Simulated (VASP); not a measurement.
# SnTe in VASP: notebook

SnTe is run at these levels: LDA; tasks: electric field gradients.

All numbers are computed with VASP 6.6.1; they aren't measurements. Logs are shortened: lines on timing, memory, paths and dates and some standing lists are left out, and cuts for length are marked.

## Step 1: The cell of the first run

Symmetry: Fm-3m, No. 225, cubic system. Conventional cell: a = 6.355 Å, b = 6.355 Å, c = 6.355 Å, α = 90.00°, β = 90.00°, γ = 90.00°. Within 4.2 Å of Sn (site symmetry m-3m) lie 6 Te at 3.18 Å. Within 4.2 Å of Te (site symmetry m-3m) lie 6 Sn at 3.18 Å.

## Step 2: Electric field gradients, LDA (volume scaled by 1.02)

Input file INCAR:

```
SYSTEM = SnTe
ALGO = Normal
EDIFF = 1E-8
ENCUT = 520
ISIF = 2
ISMEAR = -1
LASPH = .TRUE.
LCHARG = .FALSE.
LEFG = .TRUE.
LREAL = .FALSE.
LWAVE = .FALSE.
NBANDS = 17
NELM = 80
PREC = Accurate
SIGMA = 0.08
```

Input file KPOINTS:

```
k-points
0
G
  11 11 11
  0 0 0
```

Input file POSCAR:

```
SnTe
1.0
    0.0000000000      3.1774045827      3.1774045827
    3.1774045827      0.0000000000      3.1774045827
    3.1774045827      3.1774045827      0.0000000000
Sn Te
1 1
Direct
    0.0000000000      0.0000000000      0.0000000000
    0.5000000000      0.5000000000      0.5000000000
```

Potentials or basis: VASP PAW LDA potentials, release 64 (Sn_d, Te).

Launch:

```sh
cat potpaw_LDA.64/Sn_d/POTCAR potpaw_LDA.64/Te/POTCAR > POTCAR
mpirun -np 1 vasp_std > vasp.out
```

OUTCAR:

```text
SYSTEM = SnTe
   EDIFF = 1E-8
   ENCUT = 520
   ISIF = 2
   ISMEAR = -1
   LASPH = .TRUE.
   LREAL = .FALSE.
   NELM = 80
   PREC = Accurate

 ion  position               nearest neighbor table
   1  0.000  0.000  0.000-   2 3.18   2 3.18   2 3.18   2 3.18   2 3.18   2 3.18
   2  0.500  0.500  0.500-   1 3.18   1 3.18   1 3.18   1 3.18   1 3.18   1 3.18

  LATTYP: Found a face centered cubic cell.
 ALAT       =     6.3548091654

  Lattice vectors:

 A1 = (   0.0000000000,   3.1774045827,   3.1774045827)
 A2 = (   3.1774045827,   0.0000000000,   3.1774045827)
 A3 = (   3.1774045827,   3.1774045827,   0.0000000000)

Analysis of symmetry for initial positions (statically):
=====================================================================
 Subroutine PRICEL returns:
 Original cell was already a primitive cell.

 Routine SETGRP: Setting up the symmetry group for a
 face centered cubic supercell.

 Subroutine GETGRP returns: Found 48 space group operations
 (whereof 48 operations were pure point group operations)
 out of a pool of 48 trial point group operations.

The static configuration has the point symmetry O_h .

Analysis of symmetry for dynamics (positions and initial velocities):
=====================================================================
 Subroutine PRICEL returns:
 Original cell was already a primitive cell.

 Routine SETGRP: Setting up the symmetry group for a
 face centered cubic supercell.

 Subroutine GETGRP returns: Found 48 space group operations
 (whereof 48 operations were pure point group operations)
 out of a pool of 48 trial point group operations.

The dynamic configuration has the point symmetry O_h .

 Subroutine INISYM returns: Found 48 space group operations
 (whereof 48 operations are pure point group operations),
 and found     1 'primitive' translations

----------------------------------------------------------------------------------------

                                     Primitive cell

  volume of cell :      64.1575

  direct lattice vectors                    reciprocal lattice vectors
     0.000000000  3.177404583  3.177404583    -0.157361138  0.157361138  0.157361138
     3.177404583  0.000000000  3.177404583     0.157361138 -0.157361138  0.157361138
[... 125 lines left out ...]
 Free energy of the ion-electron system (eV)
  ---------------------------------------------------
  ext. energy  EPLUGINS =         0.00000000
  ---------------------------------------------------
  free energy    TOTEN  =        -8.80574799 eV

  energy without entropy =       -8.80421216  energy(sigma->0) =       -8.80498008

 E-fermi :   6.3907     XC(G=0):  -9.6297

 val. band max:        6.2127511227   @ k =   0.4545   0.0000   0.0000
 cond. band min:       6.6285485126   @ k =   0.4545   0.0000   0.0000
 fundamental gap:      0.4157973899
 Fermi energy:         6.3907134528

 k-point     1 :       0.0000    0.0000    0.0000
  band No.  band energies     occupation
      1     -15.3580      2.00000
      2     -15.3580      2.00000
      3     -15.3503      2.00000
      4     -15.3503      2.00000
      5     -15.3503      2.00000
      6      -6.2122      2.00000
[... 457 lines left out ...]
      4     -15.3473      2.00000
      5     -15.3460      2.00000
      6      -5.5517      2.00000
[... 9 lines left out ...]
     16      14.2374      0.00000
     17      14.3895      0.00000

 [... further k-points ...]

------------------------ aborting loop because EDIFF is reached ----------------------------------------

  FORCE on cell =-STRESS in cart. coord.  units (eV):
  Direction    XX          YY          ZZ          XY          YZ          ZX
  --------------------------------------------------------------------------------------
  -------------------------------------------------------------------------------------
  Total       -0.9934511     -0.9934511     -0.9934511      0.0000000      0.0000000      0.0000000
  in kB      -24.8090143    -24.8090143    -24.8090143      0.0000000      0.0000000      0.0000000
  external PRESSURE =     -24.8090143 kB  Pullay stress =       0.0000000 kB

 VOLUME and BASIS-vectors are now :
 -----------------------------------------------------------------------------
  energy-cutoff  :      520.00
  volume of cell :       64.16
      direct lattice vectors                 reciprocal lattice vectors
     0.000000000  3.177404583  3.177404583    -0.157361138  0.157361138  0.157361138
     3.177404583  0.000000000  3.177404583     0.157361138 -0.157361138  0.157361138
     3.177404583  3.177404583  0.000000000     0.157361138  0.157361138 -0.157361138

 POSITION                                       TOTAL-FORCE (eV/Angst)
 -----------------------------------------------------------------------------------
      0.00000      0.00000      0.00000         0.000000      0.000000     -0.000000
      3.17740      3.17740      3.17740         0.000000      0.000000      0.000000
 -----------------------------------------------------------------------------------
    total drift:                               -0.000000      0.000000      0.000000

  FREE ENERGIE OF THE ION-ELECTRON SYSTEM (eV)
  ---------------------------------------------------
  free  energy   TOTEN  =        -8.8057479929 eV

  energy  without entropy=       -8.8042121632  energy(sigma->0) =       -8.80498008

 Electric field gradients (V/A^2)
---------------------------------------------------------------------
 ion       V_xx      V_yy      V_zz      V_xy      V_xz      V_yz
---------------------------------------------------------------------
   1      -0.000    -0.000    -0.000    -0.002    -0.002    -0.002
   2      -0.000    -0.000    -0.000    -0.000    -0.000    -0.000
---------------------------------------------------------------------

 Electric field gradients after diagonalization (V/A^2)
 (convention: |V_zz| > |V_xx| > |V_yy|)
----------------------------------------------------------------------
 ion       V_xx      V_yy      V_zz     asymmetry (V_yy - V_xx)/ V_zz
----------------------------------------------------------------------
   1       0.002     0.002    -0.004       0.000
   2       0.000     0.000    -0.000       0.000
----------------------------------------------------------------------

           NMR quadrupolar parameters

 Cq : quadrupolar parameter    Cq=e*Q*V_zz/h
 eta: asymmetry parameters     (V_yy - V_xx)/ V_zz
 Q  : nuclear electric quadrupole moment in mb (millibarn)
----------------------------------------------------------------------
 ion       Cq(MHz)       eta       Q (mb)
----------------------------------------------------------------------
   1      -0.000       0.000       1.000
   2      -0.000       0.000       1.000
----------------------------------------------------------------------
```

stdout:

```text
POSCAR found type information on POSCAR SnTe
 POSCAR found :  2 types and       2 ions
 scaLAPACK will be used
 LDA part: xc-table for (Slater(with rela. corr.)+CA(PZ))
 , standard interpolation
 POSCAR, INCAR and KPOINTS ok, starting setup
 FFT: planning ... GRIDC
 FFT: planning ... GRID_SOFT
 FFT: planning ... GRID
 WAVECAR not read
 entering main loop
ion   1

ion   2
```

It took 61 s on 1 thread of Intel Xeon 6975P-C, shared host; peak memory 0.21 GiB.

What came out:

* Free energy: -8.8057 eV
* Pressure: -2.5 GPa

Caveat: this odd mesh misses L, where the gap lies, so gap, dielectric constants and Born charges aren't listed; without QUAD_EFG the Cq values of the log hold for a quadrupole moment of 1 mb, not for the nuclei; spin-orbit coupling is left out, which moves the levels of the heavy elements.

## Step 3: Electric field gradients, LDA (volume scaled by 1.06)

Input file INCAR:

```
SYSTEM = SnTe
PREC = Accurate
ENCUT = 520
EDIFF = 1E-8
ISMEAR = -1
SIGMA = 0.08
LREAL = .FALSE.
LASPH = .TRUE.
NELM = 100
ALGO = Normal
ISIF = 2
LWAVE = .FALSE.
LCHARG = .FALSE.
GGA = CA
LEFG = .TRUE.
NBANDS = 17
```

Input file KPOINTS:

```
regular mesh
0
G
  11 11 11
  0 0 0
```

Input file POSCAR:

```
SnTe
1.0
    0.0000000000      3.2184078740      3.2184078740
    3.2184078740      0.0000000000      3.2184078740
    3.2184078740      3.2184078740      0.0000000000
Sn Te
1 1
Direct
    0.0000000000      0.0000000000      0.0000000000
    0.5000000000      0.5000000000      0.5000000000
```

Potentials or basis: VASP PAW LDA potentials, release 64 (Sn_d, Te).

Launch:

```sh
cat potpaw_LDA.64/Sn_d/POTCAR potpaw_LDA.64/Te/POTCAR > POTCAR
mpirun -np 1 vasp_std > vasp.out
```

OUTCAR:

```text
SYSTEM = SnTe
   PREC = Accurate
   ENCUT = 520
   EDIFF = 1E-8
   ISMEAR = -1
   LREAL = .FALSE.
   LASPH = .TRUE.
   NELM = 100
   ISIF = 2
   GGA = CA

 ion  position               nearest neighbor table
   1  0.000  0.000  0.000-   2 3.22   2 3.22   2 3.22   2 3.22   2 3.22   2 3.22
   2  0.500  0.500  0.500-   1 3.22   1 3.22   1 3.22   1 3.22   1 3.22   1 3.22

  LATTYP: Found a face centered cubic cell.
 ALAT       =     6.4368157480

  Lattice vectors:

 A1 = (   0.0000000000,   3.2184078740,   3.2184078740)
 A2 = (   3.2184078740,   0.0000000000,   3.2184078740)
 A3 = (   3.2184078740,   3.2184078740,   0.0000000000)

Analysis of symmetry for initial positions (statically):
=====================================================================
 Subroutine PRICEL returns:
 Original cell was already a primitive cell.

 Routine SETGRP: Setting up the symmetry group for a
 face centered cubic supercell.

[... 669 lines left out ...]
      direct lattice vectors                 reciprocal lattice vectors
     0.000000000  3.218407874  3.218407874    -0.155356319  0.155356319  0.155356319
     3.218407874  0.000000000  3.218407874     0.155356319 -0.155356319  0.155356319
     3.218407874  3.218407874  0.000000000     0.155356319  0.155356319 -0.155356319

 POSITION                                       TOTAL-FORCE (eV/Angst)
 -----------------------------------------------------------------------------------
      0.00000      0.00000      0.00000         0.000000      0.000000     -0.000000
      3.21841      3.21841      3.21841        -0.000000      0.000000      0.000000
 -----------------------------------------------------------------------------------
    total drift:                               -0.000000      0.000000      0.000000

  FREE ENERGIE OF THE ION-ELECTRON SYSTEM (eV)
  ---------------------------------------------------
  free  energy   TOTEN  =        -8.7560196108 eV

  energy  without entropy=       -8.7547570269  energy(sigma->0) =       -8.75538832

 Electric field gradients (V/A^2)
---------------------------------------------------------------------
 ion       V_xx      V_yy      V_zz      V_xy      V_xz      V_yz
---------------------------------------------------------------------
   1      -0.000    -0.000    -0.000    -0.001    -0.001    -0.001
   2       0.000    -0.000     0.000    -0.000    -0.000    -0.000
---------------------------------------------------------------------

 Electric field gradients after diagonalization (V/A^2)
 (convention: |V_zz| > |V_xx| > |V_yy|)
----------------------------------------------------------------------
 ion       V_xx      V_yy      V_zz     asymmetry (V_yy - V_xx)/ V_zz
----------------------------------------------------------------------
   1       0.001     0.001    -0.001       0.000
   2       0.000     0.000    -0.000       0.000
----------------------------------------------------------------------

           NMR quadrupolar parameters

 Cq : quadrupolar parameter    Cq=e*Q*V_zz/h
 eta: asymmetry parameters     (V_yy - V_xx)/ V_zz
 Q  : nuclear electric quadrupole moment in mb (millibarn)
----------------------------------------------------------------------
 ion       Cq(MHz)       eta       Q (mb)
----------------------------------------------------------------------
   1      -0.000       0.000       1.000
   2      -0.000       0.000       1.000
----------------------------------------------------------------------
```

OSZICAR:

```text
N       E                     dE             d eps       ncg     rms          rms(c)
DAV:   1     0.123788790821E+03    0.12379E+03   -0.94210E+03  1929   0.132E+03
DAV:   2     0.290418391793E+01   -0.12088E+03   -0.11774E+03  2025   0.319E+02
DAV:   3    -0.848232650659E+01   -0.11387E+02   -0.11302E+02  2369   0.892E+01
DAV:   4    -0.882711979866E+01   -0.34479E+00   -0.34455E+00  2240   0.162E+01
DAV:   5    -0.884049777949E+01   -0.13378E-01   -0.13378E-01  2782   0.306E+00    0.387E+00
DAV:   6    -0.876101042914E+01    0.79487E-01   -0.17969E-01  2592   0.269E+00    0.245E+00
DAV:   7    -0.875678843767E+01    0.42220E-02   -0.47971E-02  2305   0.100E+00    0.857E-01
DAV:   8    -0.875607167267E+01    0.71677E-03   -0.63000E-03  2438   0.612E-01    0.131E-01
DAV:   9    -0.875603898363E+01    0.32689E-04   -0.91358E-04  2788   0.225E-01    0.387E-02
DAV:  10    -0.875602252301E+01    0.16461E-04   -0.65846E-05  2537   0.589E-02    0.294E-02
DAV:  11    -0.875601936533E+01    0.31577E-05   -0.30082E-05  2500   0.342E-02    0.175E-02
DAV:  12    -0.875601961437E+01   -0.24905E-06   -0.24555E-06  2170   0.843E-03    0.133E-02
DAV:  13    -0.875601961076E+01    0.36180E-08   -0.36170E-08  2625   0.131E-03
   1 F= -.87560196E+01 E0= -.87553883E+01  d E =-.126258E-02
```

stdout:

```text
POSCAR found type information on POSCAR SnTe
 POSCAR found :  2 types and       2 ions
 scaLAPACK will be used
 LDA part: xc-table for (Slater(with rela. corr.)+CA(PZ))
 , standard interpolation
 POSCAR, INCAR and KPOINTS ok, starting setup
 FFT: planning ... GRIDC
 FFT: planning ... GRID_SOFT
 FFT: planning ... GRID
 WAVECAR not read
 entering main loop
ion   1

ion   2
```

Wall time 55 s (1 thread of Intel Xeon 6975P-C, shared host); peak memory 0.21 GiB.

Results:

```yaml
Free_energy: -8.7560 eV
Pressure: -3.9 GPa
```

Caveat: this odd mesh misses L, where the gap lies, so gap, dielectric constants and Born charges aren't listed; without QUAD_EFG the Cq values of the log hold for a quadrupole moment of 1 mb, not for the nuclei; spin-orbit coupling is left out, which moves the levels of the heavy elements.

(Continued in part 2 of 2.)
